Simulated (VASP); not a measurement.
SrCo2P2, 5 atoms in the cell. Symmetry: I4/mmm, No. 139, tetragonal system. Conventional cell: a = 3.758 Å, b = 3.758 Å, c = 9.547 Å, α = 90.00°, β = 90.00°, γ = 90.00°. Sr (site symmetry 4/mmm) has 10 P at 2.94 to 3.51 Å and 8 Co at 3.04 Å and 4 Sr at 3.76 Å within 3.9 Å. Co (site symmetry -4m2) has 4 P at 2.19 Å and 4 Co at 2.66 Å within 2.9 Å. Within 3.0 Å of P (site symmetry 4mm) lie 4 Co at 2.19 Å and 1 P at 2.53 Å and 4 Sr at 2.94 Å. 

```yaml
Program: VASP 6.6.1
Task: single point
Functional: PBEsol
Potentials_or_basis: VASP PAW PBE potentials, release 64 (Sr_sv, Co, P)
Cutoff: 520 eV
k_mesh: 12 × 12 × 12
Occupations: gaussian, width 0.05 eV
Spin: no spin polarisation
Dipole_correction: no
Further_INCAR_settings: ALGO = Fast; EDIFF = 1e-06; NBANDS = 27
```

Potentials or basis: VASP PAW PBE potentials, release 64 (Sr_sv, Co, P).

Launch:

```sh
$ cat potpaw_PBE.64/Sr_sv/POTCAR potpaw_PBE.64/Co/POTCAR potpaw_PBE.64/P/POTCAR > POTCAR
$ mpirun -np 1 vasp_std > vasp.out
```

Hardware: 1 thread of Intel(R) Xeon(R) Platinum 8488C (Sapphire Rapids), with other jobs on the host.

Problem. Estimate the wall time of this run.

Solution. Wall time 18 min on 1 thread of Intel(R) Xeon(R) Platinum 8488C (Sapphire Rapids), with other jobs on the host, peak memory 0.48 GiB. Counts: scf iterations 21, k points 163.
